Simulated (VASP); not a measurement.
Input of a VASP 6.6.1 run:

File INCAR:

```
SYSTEM = Au
  PREC = Accurate
  ENCUT = 600
  EDIFF = 1E-6
  ISMEAR = 0
  SIGMA = 0.15
  LREAL = .False.
  LASPH = .True.
  NELM = 100
  ALGO = Normal
  ISIF = 3
  LWAVE = .False.
  LCHARG = .False.
  GGA = PE
  IBRION = 2
  NSW = 100
  EDIFFG = -0.01
```

KPOINTS

```
Automatic mesh
0
Gamma
  12 12 8
  0 0 0
```

Contents of POSCAR:

```
Au
1.0
    2.9169619270      0.0000000000      0.0000000000
   -1.4584809635      2.5261631306      0.0000000000
    0.0000000000      0.0000000000      4.8900308735
Au
2
Direct
    0.3724136806      0.7052003255      0.7625761657
    0.6275863194      0.2947996745      0.2374238343
```

Potentials or basis: VASP PAW PBE potentials, release 64 (Au).

Command:

```bash
$ cat potpaw_PBE.64/Au/POTCAR > POTCAR
$ mpirun -np 1 vasp_std > vasp.out
```

Question: Predict the relaxed cell.

Answer: a = 2.854 Å, b = 2.970 Å, c = 4.849 Å, α = 90.02°, β = 90.02°, γ = 118.79°.

Question: Estimate the band gap on the k mesh.

Answer: Zero (band 11 reaches 12.43 eV, above the bottom of band 12 at 6.09 eV).

Question: Predict the space group after relaxing (to 0.05 Å).

Answer: Cmcm (No. 63).

The path:
| step | energy change (eV) | largest force (eV/Å) | pressure (GPa) | volume (Å³) |
| --- | --- | --- | --- | --- |
| 1 | 0.0000 | 0.8631 | 1.54 | 36.03 |
| 2 | -0.0414 | 0.2247 | -2.80 | 36.94 |
| 3 | -0.0415 | 0.2073 | -2.92 | 36.97 |
| 4 | -0.0507 | 0.1710 | 1.98 | 35.58 |
| 5 | -0.0545 | 0.0925 | 0.17 | 36.05 |
| 6 | -0.0566 | 0.0877 | 0.10 | 36.04 |
| 7 | -0.0614 | 0.0891 | 0.08 | 36.01 |
| 8 | -0.0566 | 0.2086 | 0.57 | 35.92 |
| 9 | -0.0624 | 0.0999 | 0.12 | 35.99 |
| 10 | -0.0644 | 0.0317 | -0.32 | 36.11 |
| 11 | -0.0646 | 0.0349 | -0.49 | 36.15 |
| 12 | -0.0632 | 0.0653 | 1.33 | 35.70 |
| 13 | -0.0649 | 0.0415 | 0.03 | 36.01 |
| 14 | -0.0653 | 0.0219 | 0.05 | 36.01 |
| 15 | -0.0653 | 0.0399 | 0.05 | 36.01 |
| 16 | -0.0653 | 0.0318 | 0.05 | 36.01 |
| 17 | -0.0655 | 0.0268 | -0.16 | 36.06 |
| 18 | -0.0656 | 0.0228 | -0.36 | 36.12 |
| 19 | -0.0656 | 0.0221 | -0.32 | 36.11 |
| 20 | -0.0658 | 0.0209 | -0.20 | 36.07 |
| 21 | -0.0659 | 0.0257 | 0.04 | 36.01 |
| 22 | -0.0659 | 0.0275 | 0.08 | 36.00 |
| 23 | -0.0660 | 0.0266 | 0.07 | 36.00 |
| 24 | -0.0661 | 0.0232 | 0.04 | 36.01 |
| 25 | -0.0663 | 0.0173 | -0.02 | 36.03 |
| 26 | -0.0664 | 0.0140 | -0.14 | 36.06 |
| 27 | -0.0664 | 0.0138 | -0.11 | 36.04 |
| 28 | -0.0665 | 0.0127 | 0.22 | 35.96 |
| 29 | -0.0665 | 0.0125 | 0.14 | 35.98 |
| 30 | -0.0666 | 0.0114 | 0.06 | 36.01 |
| 31 | -0.0666 | 0.0113 | -0.03 | 36.03 |
| 32 | -0.0666 | 0.0112 | -0.03 | 36.03 |
| 33 | -0.0666 | 0.0110 | 0.01 | 36.02 |
| 34 | -0.0666 | 0.0112 | -0.02 | 36.03 |
| 35 | -0.0666 | 0.0112 | -0.01 | 36.03 |
| 36 | -0.0666 | 0.0098 | -0.01 | 36.02 |

Caveat: the cell differs from its parent crystal (all atoms moved at random, sigma 0.1 Å a component); spin-orbit coupling is left out, which moves the levels of the heavy elements.
